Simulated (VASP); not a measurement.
A run of VASP 6.6.1 is set up as follows.

File INCAR:

```
SYSTEM = Ir
PREC     = Accurate       ! precision mode
ENCUT    = 520            ! plane-wave cutoff, eV
EDIFF    = 1E-6           ! SCF threshold, eV
ISMEAR   = 0              ! smearing method
SIGMA    = 0.05           ! smearing width, eV
LREAL    = .FALSE.        ! projectors in reciprocal space
LASPH    = .TRUE.         ! aspherical terms in the spheres
NELM     = 150            ! most SCF steps
ALGO     = Normal         ! electronic algorithm
ISIF     = 2              ! what is computed and relaxed
LWAVE    = .FALSE.        ! write WAVECAR
LCHARG   = .TRUE.         ! write CHGCAR
ISPIN    = 2              ! spin polarisation
MAGMOM   = 1.5 1.5        ! initial moments
LORBIT   = 11             ! projections on sites
LMAXMIX  = 4              ! l up to which the mixer works
GGA      = PE             ! functional
LELF     = .TRUE.         ! ELF
LVHAR    = .TRUE.       
NBANDS   = 20             ! bands
```

File KPOINTS:

```
Automatic mesh
0
G
  1 1 15
  0 0 0
```

File POSCAR:

```
Ir
1.0
   10.1000000000      0.0000000000      0.0000000000
    0.0000000000      9.3000000000      0.0000000000
    0.0000000000      0.0000000000      4.4338924117
Ir
2
Direct
    0.4451250939      0.5000000000      0.0000000000
    0.5548749061      0.5000000000      0.5000000000
```

Potentials or basis: VASP PAW PBE potentials, release 64 (Ir).

Command:

```bash
$ cat potpaw_PBE.64/Ir/POTCAR > POTCAR
$ mpirun -np 1 vasp_std > vasp.out
```

Task: What does it give for the largest force?

Result: 2.456 eV/Å.

Task: Predict the net moment.

Result: 1.28 μB per cell.

Task: Predict the site moments.

Result: Ir +0.58 μB.

Forces in eV/Å, atoms in the order of the input:
```
Ir   2.456  0.000  0.000
Ir  -2.456  0.000  0.000
```
